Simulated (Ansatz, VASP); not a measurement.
Two plane-wave programs on Ga

```
Ga
1.0
    -1.74345    1.74345    3.00351
     1.74345   -1.74345    3.00351
     1.74345    1.74345   -3.00351
Ga
2
Direct
  0.29191 0.29191 0.00000
  0.70809 0.70809 0.00000
```

Alike in both runs: task single point; functional PBE; k mesh 8 × 8 × 8; occupations gaussian, width 0.1 eV; no spin polarisation.

|  | VASP | Ansatz |
| --- | --- | --- |
| version | VASP 6.6.1 | Ansatz 0.2.0 |
| potentials or method | VASP PAW PBE potentials, release 64 (Ga_d), cutoff 520 eV | scalar-relativistic, plane waves, PAW |
| valence electrons in the cell | 26 | 26 |

```csv
,VASP,Ansatz,Ansatz less VASP
gap on the k mesh at the Fermi level (eV),none,none,-
pressure (GPa),11.3,11.2,-0.15
"traceless stress, the component that is largest in VASP (GPa)",-6.28,-6.22,+0.057
rms of the force components (eV/Å),0.060,0.059,-0.0010
```

Atom by atom the forces differ by 0.001 eV/Å (rms over components). A gap of «none» marks a metal or a gap that the smearing closes. The functional is the same, so the differences come from potentials, cutoffs and numerics.
